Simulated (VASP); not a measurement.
# H (P1) in VASP: single point with PBEsol

Aim: the single point of H with PBEsol.

Everything below comes from runs of VASP 6.6.1. Logs are shortened: lines on timing, memory, paths and dates and some standing lists are left out, and cuts for length are marked.

## 1. The cell of the first run

The typed cell holds 16 atoms: a = 4.368 Å, b = 5.369 Å, c = 11.165 Å, α = 89.87°, β = 89.39°, γ = 91.02°.

## 2. Single point, PBEsol

INCAR

```
SYSTEM = H
  PREC = Accurate
  ENCUT = 520
  EDIFF = 1E-6
  ISMEAR = 0
  SIGMA = 0.1
  LREAL = Auto
  LASPH = .TRUE.
  NELM = 60
  ALGO = Normal
  ISIF = 2
  LWAVE = .FALSE.
  LCHARG = .FALSE.
  GGA = PS
  NBANDS = 22
```

KPOINTS

```
regular mesh
0
G
  4 4 2
  0 0 0
```

POSCAR

```
H
1.0
   -0.0382325434      0.0229806135      4.3675237520
    5.3683213918      0.0061173779     -0.0488595124
    0.0124168862     11.1648125256      0.0593847135
H
16
Direct
    0.4245399659      0.5582925830      0.7562972306
    0.0761046764      0.0589850358      0.7446705562
    0.5729388017      0.4399274502      0.2450209748
    0.9286122221      0.9352247154      0.2556482865
    0.5509586638      0.6557886705      0.7474622827
    0.9486926216      0.1516469294      0.7538785826
    0.4461500207      0.3423120666      0.2523071005
    0.0551060924      0.8415311638      0.2470201253
    0.0595898744      0.4528867902      0.9978637527
    0.4415185535      0.9433065140      0.5028562244
    0.9415192287      0.5538092870      0.4901555898
    0.5563341092      0.0528827029      0.0079824020
    0.9434313269      0.5563021153      0.0010336373
    0.5580845262      0.0498214618      0.4989587285
    0.0536344045      0.4553855194      0.5095467838
    0.4427849121      0.9518969947      0.9892977423
```

Potentials or basis: VASP PAW PBE potentials, release 64 (H).

Command:

```bash
$ cat potpaw_PBE.64/H/POTCAR > POTCAR
$ mpirun -np 1 vasp_std > vasp.out
```

OUTCAR:

```text
SYSTEM = H
   PREC = Accurate
   ENCUT = 520
   EDIFF = 1E-6
   ISMEAR = 0
   LREAL = Auto
   LASPH = .TRUE.
   NELM = 60
   ISIF = 2
   GGA = PS

 ion  position               nearest neighbor table
   1  0.425  0.558  0.756-   5 0.76
   2  0.076  0.059  0.745-   6 0.76
   3  0.573  0.440  0.245-   7 0.76
   4  0.929  0.935  0.256-   8 0.76
   5  0.551  0.656  0.747-   1 0.76
   6  0.949  0.152  0.754-   2 0.76
[... 8 lines left out ...]
  15  0.054  0.455  0.510-  11 0.76
  16  0.443  0.952  0.989-  12 0.76

  LATTYP: Found a triclinic cell.
 ALAT       =     6.8601424649
 B/A-ratio  =     0.6366852536
 C/A-ratio  =     1.8074375980
 COS(alpha) =     0.0017904358
 COS(beta)  =     0.3415240813
 COS(gamma) =     0.6227182435

  Lattice vectors:

 A1 = (  -5.3300888484,  -0.0290979914,  -4.3186642396)
 A2 = (   0.0382325434,  -0.0229806135,  -4.3675237520)
 A3 = (  -5.3807382780, -11.1709299035,  -0.0105252011)

Analysis of symmetry for initial positions (statically):
=====================================================================
 Subroutine PRICEL returns:
 Original cell was already a primitive cell.

 Routine SETGRP: Setting up the symmetry group for a
 triclinic supercell.

 Subroutine GETGRP returns: Found  1 space group operations
 (whereof  1 operations were pure point group operations)
 out of a pool of  2 trial point group operations.

The static configuration has the point symmetry C_1 .

Analysis of symmetry for dynamics (positions and initial velocities):
=====================================================================
 Subroutine PRICEL returns:
 Original cell was already a primitive cell.

 Routine SETGRP: Setting up the symmetry group for a
 triclinic supercell.

 Subroutine GETGRP returns: Found  1 space group operations
 (whereof  1 operations were pure point group operations)
 out of a pool of  2 trial point group operations.

The dynamic configuration has the point symmetry C_1 .

 Subroutine INISYM returns: Found  1 space group operations
 (whereof  1 operations are pure point group operations),
 and found     1 'primitive' translations

----------------------------------------------------------------------------------------

                                     Primitive cell

  volume of cell :     261.7447

  direct lattice vectors                    reciprocal lattice vectors
    -0.038232543  0.022980614  4.367523752     0.002085508 -0.001220284  0.228987370
     5.368321392  0.006117378 -0.048859512     0.186293067 -0.000215865  0.001631913
     0.012416886 11.164812526  0.059384713    -0.000106366  0.089569741 -0.000472220

  length of vectors
     4.367751545  5.368547219 11.164977360     0.229000118  0.186300339  0.089571049

  position of ions in fractional coordinates (direct lattice)
     0.424539966  0.558292583  0.756297231
     0.076104676  0.058985036  0.744670556
     0.572938802  0.439927450  0.245020975
     0.928612222  0.935224715  0.255648286
     0.550958664  0.655788671  0.747462283
     0.948692622  0.151646929  0.753878583
[... 8 lines left out ...]
     0.053634405  0.455385519  0.509546784
     0.442784912  0.951896995  0.989297742

  ion indices of the primitive-cell ions
   primitive index   ion index
                 1           1
                 2           2
                 3           3
                 4           4
                 5           5
                 6           6
[... 8 lines left out ...]
                15          15
                16          16

----------------------------------------------------------------------------------------

 KPOINTS: regular mesh

Automatic generation of k-mesh.
 Grid dimensions read from file:
 generate k-points for:    4    4    2

 Generating k-lattice:

  Cartesian coordinates                     Fractional coordinates (reciprocal lattice)
     0.000521377 -0.000305071  0.057246842     0.250000000  0.000000000  0.000000000
     0.046573267 -0.000053966  0.000407978     0.000000000  0.250000000 -0.000000000
    -0.000053183  0.044784870 -0.000236110     0.000000000 -0.000000000  0.500000000

  Length of vectors
     0.057250029  0.046575085  0.044785524

  Shift w.r.t. Gamma in fractional coordinates (k-lattice)
     0.000000000  0.000000000  0.000000000

 Subroutine IBZKPT returns following result:
 ===========================================

 Found     20 irreducible k-points:

 Following reciprocal coordinates:
            Coordinates               Weight
  0.000000  0.000000  0.000000      1.000000
  0.250000  0.000000  0.000000      2.000000
  0.500000  0.000000  0.000000      1.000000
 -0.000000  0.250000 -0.000000      2.000000
  0.250000  0.250000 -0.000000      2.000000
  0.500000  0.250000  0.000000      2.000000
[... 12 lines left out ...]
  0.250000  0.500000  0.500000      2.000000
  0.500000  0.500000  0.500000      1.000000
   k-points           NKPTS =     20   k-points in BZ     NKDIM =     20   number of bands    NBANDS=     22
   number of dos      NEDOS =    301   number of ions     NIONS =     16
   total plane-waves  NPLWV = 107520
   dimension x,y,z NGX =    32 NGY =   40 NGZ =   84
   dimension x,y,z NGXF=    64 NGYF=   80 NGZF=  168
   ions per type =              16
   NGX,Y,Z   is equivalent  to a cutoff of  12.18, 12.39, 12.51 a.u.
   NGXF,Y,Z  is equivalent  to a cutoff of  24.36, 24.77, 25.02 a.u.
 SYSTEM =  H
   PREC   = accura    normal or accurate (medium, high low for compatibility)
   ISTART =      0    job   : 0-new  1-cont  2-samecut
   ICHARG =      2    charge: 1-file 2-atom 10-const
   ISPIN  =      1    spin polarized calculation?
   LNONCOLLINEAR =      F non collinear calculations
   LSORBIT =      F    spin-orbit coupling
   LASPH  =      T    aspherical Exc in radial PAW
   ENCUT  =  520.0 eV  38.22 Ry    6.18 a.u.   8.12  9.98 20.76*2*pi/ulx,y,z
   NELM   =     60;   NELMIN=  2; NELMDL= -5     # of ELM steps
   EDIFF  = 0.1E-05   stopping-criterion for ELM
   LREAL  =      T    real-space projection
   EDIFFG = 0.1E-04   stopping-criterion for IOM
   NSW    =      0    number of steps for IOM
   IBRION =     -1    ionic relax: 0-MD 1-quasi-New 2-CG
   NFREE  =      0    steps in history (QN), initial steepest desc. (CG)
   ISIF   =      2    stress and relaxation
   ISYM   =      2    0-nonsym 1-usesym 2-fastsym
   POTIM  = 0.5000    time-step for ionic-motion
   TEBEG  =    0.0;   TEEND  =   0.0 temperature during run
   PSTRESS=    0.0 pullay stress
   NELECT =      16.0000    total number of electrons
   NUPDOWN=      -1.0000    fix difference up-down
   EMIN   =  10.00;   EMAX   =-10.00  energy-range for DOS
   EFERMI =   0.00;   METHOD = LEGACY
   ISMEAR =     0;   SIGMA  =   0.10  broadening in eV -4-tet -1-fermi 0-gaus
   EFERMI_NEDOS =   21; number of points for ismear=-14 and -15
   IALGO  =     38    algorithm
   IMIX   =      4    mixing-type and parameters
     AMIX     =   0.40;   BMIX     =  1.00
     AMIX_MAG =   1.60;   BMIX_MAG =  1.00
  volume/ion in A,a.u.               =      16.36       110.40
  Fermi-wavevector in a.u.,A,eV,Ry     =   0.644895  1.218674  5.658517  0.415889
  Thomas-Fermi vector in A             =   1.712373
   LORBIT       =      0    0 simple, 1 ext, 2 COOP (PROOUT), +10 PAW based schemes
   GGA     = PS    functional components
   LHFCALC =     F    Hartree Fock is set to
   AEXX    =    0.0000 exact exchange contribution
   IVDW    =     0    specifies the selected vdW correction
   LEPSILON=     F    determine dielectric tensor
   LRPA    =     F    only Hartree local field effects (RPA)
 non-spin polarized calculation
 Gauss-broadening in eV      SIGMA  =   0.10
  energy-cutoff  :      520.00
  volume of cell :      261.74
 maximum number of plane-waves:      7086
   NGX = 17   NGY = 19   NGZ = 41

 number of electron      16.0000005 magnetization

 Free energy of the ion-electron system (eV)
  ---------------------------------------------------
  ext. energy  EPLUGINS =         0.00000000
  ---------------------------------------------------
  free energy    TOTEN  =       -52.22464757 eV

  energy without entropy =      -52.22464757  energy(sigma->0) =      -52.22464757

 E-fermi :  -8.2753     XC(G=0):  -4.4903

 val. band max:       -8.7262276961   @ k =   0.0000   0.0000   0.0000
 cond. band min:       0.3690528659   @ k =   0.5000   0.5000  -0.0000
 fundamental gap:      9.0952805620
 Fermi energy:        -8.2752961843

 k-point     1 :       0.0000    0.0000    0.0000
  band No.  band energies     occupation
      1     -10.0479      2.00000
      2      -9.6230      2.00000
      3      -9.6107      2.00000
      4      -9.1186      2.00000
      5      -8.8754      2.00000
      6      -8.8040      2.00000
[... 12 lines left out ...]
     19       3.6982      0.00000
     20       4.8415      0.00000

 k-point     2 :       0.2500    0.0000    0.0000
  band No.  band energies     occupation
      1      -9.8502      2.00000
      2      -9.4825      2.00000
      3      -9.4646      2.00000
      4      -9.0527      2.00000
      5      -8.9054      2.00000
      6      -8.8928      2.00000
[... 12 lines left out ...]
     19       3.4443      0.00000
     20       4.1772      0.00000
[... 372 lines left out ...]
      2      -9.3700      2.00000
      3      -9.3425      2.00000
      4      -9.3286      2.00000
      5      -9.0214      2.00000
      6      -9.0107      2.00000
[... 12 lines left out ...]
     19       4.3401      0.00000
     20       4.3509      0.00000

 k-point    20 :       0.5000    0.5000    0.5000
  band No.  band energies     occupation
      1      -9.2602      2.00000
      2      -9.2455      2.00000
      3      -9.2101      2.00000
      4      -9.1979      2.00000
      5      -9.0691      2.00000
      6      -9.0583      2.00000
[... 12 lines left out ...]
     19       5.3451      0.00000
     20       5.3871      0.00000
 [bands above 20 left out]

------------------------ aborting loop because EDIFF is reached ----------------------------------------

  FORCE on cell =-STRESS in cart. coord.  units (eV):
  Direction    XX          YY          ZZ          XY          YZ          ZX
  --------------------------------------------------------------------------------------
  -------------------------------------------------------------------------------------
  Total       -0.3240102     -0.2369517     -0.2781453      0.0012747     -0.0012422      0.0043465
  in kB       -1.9833137     -1.4504157     -1.7025676      0.0078025     -0.0076034      0.0266054
  external PRESSURE =      -1.7120990 kB  Pullay stress =       0.0000000 kB

 VOLUME and BASIS-vectors are now :
 -----------------------------------------------------------------------------
  energy-cutoff  :      520.00
  volume of cell :      261.74
      direct lattice vectors                 reciprocal lattice vectors
    -0.038232543  0.022980614  4.367523752     0.002085508 -0.001220284  0.228987370
     5.368321392  0.006117378 -0.048859512     0.186293067 -0.000215865  0.001631913
     0.012416886 11.164812526  0.059384713    -0.000106366  0.089569741 -0.000472220

 POSITION                                       TOTAL-FORCE (eV/Angst)
 -----------------------------------------------------------------------------------
      2.99025      8.45709      1.87182         0.004807     -0.000138      0.004675
      0.32299      8.31622      0.37373         0.000551     -0.000707     -0.001307
      2.34281      2.75147      2.49538         0.002108     -0.001068      0.002569
      4.98826      2.88133      4.02522         0.000806      0.000698     -0.000539
      3.50870      8.36195      2.41867        -0.005396      0.000028     -0.003423
      0.78718      8.43964      4.18080        -0.001102      0.000278      0.000077
[... 8 lines left out ...]
      2.44893      5.69301      0.24226         0.004108     -0.000861     -0.003672
      5.10544     11.06132      1.94611        -0.000829     -0.000586     -0.001009
 -----------------------------------------------------------------------------------
    total drift:                               -0.000038     -0.000049     -0.000033

  FREE ENERGIE OF THE ION-ELECTRON SYSTEM (eV)
  ---------------------------------------------------
  free  energy   TOTEN  =       -52.2246475725 eV

  energy  without entropy=      -52.2246475725  energy(sigma->0) =      -52.22464757
```

Wall time 66 s (1 thread of AMD EPYC 9R45 (Zen 5), shared host); peak memory 0.28 GiB.

Results:

```
Free energy            : -52.2246 eV
Pressure               : -0.2 GPa
Largest force          : 0.011 eV/Å
Band gap on the k mesh : 9.10 eV (least direct gap 9.35 eV)
```

Forces on the atoms (eV/Å):
```
H    0.005  0.000  0.005
H    0.001 -0.001 -0.001
H    0.002 -0.001  0.003
H    0.001  0.001 -0.001
H   -0.005  0.000 -0.003
H   -0.001  0.000  0.000
H   -0.002  0.001 -0.003
H    0.001 -0.001  0.001
H    0.001  0.001 -0.001
H    0.009 -0.002  0.007
H   -0.005  0.002  0.004
H    0.001  0.001  0.001
H   -0.002 -0.001  0.000
H   -0.008  0.001 -0.007
H    0.004 -0.001 -0.004
H   -0.001 -0.001 -0.001
```

Levels at points of the mesh, in eV from the valence-band top:
```tsv
k point	band 6	band 7	band 8	band 9	band 10	band 11
(0.00, 0.00, 0.00)	-0.08	-0.07	0.00	9.67	10.19	10.43
(0.50, 0.00, 0.00)	-0.41	-0.21	-0.20	10.04	10.09	10.18
(0.00, 0.50, 0.00)	-0.48	-0.17	-0.16	10.38	10.43	10.43
(0.50, 0.50, 0.00)	-0.38	-0.29	-0.26	9.10	9.15	9.32
(0.00, 0.00, 0.50)	-0.12	-0.03	-0.02	9.88	9.91	10.43
(0.50, 0.00, 0.50)	-0.27	-0.27	-0.25	10.09	10.11	10.17
(0.00, 0.50, 0.50)	-0.27	-0.26	-0.25	10.37	10.40	10.44
(0.50, 0.50, 0.50)	-0.33	-0.30	-0.29	9.24	9.28	9.30
```

Caveat: this functional lacks dispersion, which holds the molecules together, so the pressure and a relaxed volume are unreliable; the PAW data sets were made with another functional, which shifts forces and pressure a little.
